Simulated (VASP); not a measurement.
A run of VASP 6.6.1:

File INCAR:

```
PREC = Accurate
ENCUT = 520
EDIFF = 1E-6
ISMEAR = 0
SIGMA = 0.15
LREAL = False
LASPH = True
NELM = 60
ALGO = Fast
ISIF = 2
LWAVE = False
LCHARG = True
GGA = PS
LELF = True
LVHAR = True
NBANDS = 33
```

Contents of KPOINTS:

```
Automatic mesh
0
Gamma
  18 18 12
```

The input POSCAR:

```
SiNi2
1.0
    3.8684636537      0.0000000000      0.0000000000
   -1.9342318269      3.3501877978      0.0000000000
    0.0000000000      0.0000000000      4.9169852589
Si Ni
2 4
Direct
    0.3333333333      0.6666666667      0.7500000000
    0.6666666667      0.3333333333      0.2500000000
    0.0000000000      0.0000000000      0.0000000000
    0.0000000000      0.0000000000      0.5000000000
    0.3333333333      0.6666666667      0.2500000000
    0.6666666667      0.3333333333      0.7500000000
```

Potentials or basis: VASP PAW PBE potentials, release 64 (Si, Ni).

Launch:

```bash
$ cat potpaw_PBE.64/Si/POTCAR potpaw_PBE.64/Ni/POTCAR > POTCAR
$ mpirun -np 1 vasp_std > vasp.out
```

Hardware: 1 thread of Intel(R) Xeon(R) 6975P-C (Granite Rapids), on a shared host.

Problem. Estimate the wall time of this run.

Solution. Run time: 7.9 min on 1 thread of Intel(R) Xeon(R) 6975P-C (Granite Rapids), on a shared host, peak memory 0.5 GiB. Counts: scf iterations 17, k points 259.
